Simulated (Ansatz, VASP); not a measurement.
**Ta in VASP and in Ansatz**

```
CELL_PARAMETERS angstrom
5.54149 -0.14386 -0.10686
2.20602 6.29534 0.86967
-0.88803 -0.12116 3.10835
ATOMIC_POSITIONS crystal
Ta 0.21142 0.48820 0.31105
Ta 0.87810 0.32148 0.64437
Ta 0.21149 0.98815 0.31107
Ta 0.54487 0.65484 0.97775
Ta 0.87811 0.82156 0.64438
Ta 0.54470 0.15485 0.97769
```

Alike in both runs: functional PBE; k mesh 4 × 4 × 4; occupations gaussian, width 0.1 eV; no spin polarisation.

Ansatz relaxed the structure, and its values are those at the end. VASP's run is a single point on that final structure, the one shown.

|  | VASP | Ansatz |
| --- | --- | --- |
| version | VASP 6.6.1 | Ansatz 0.2.0 |
| potentials or method | VASP PAW PBE potentials, release 64 (Ta_pv), cutoff 520 eV | scalar-relativistic, plane waves, PAW |
| valence electrons in the cell | 66 | 78 |

```tsv
	VASP	Ansatz	Ansatz less VASP
gap on the k mesh at the Fermi level (eV)	none	none	-
pressure (GPa)	0.1	0.0	-0.09
```

A gap of «none» marks a metal or a gap that the smearing closes. With one functional, cell and mesh, what is left measures potentials, basis and numerics. VASP's potentials hold 66 valence electrons a cell and Ansatz's 78, so a difference there can come from the potentials and not from the codes.

The k mesh is coarse, so the values compare programs but aren't converged. Neither program's run includes spin-orbit coupling.
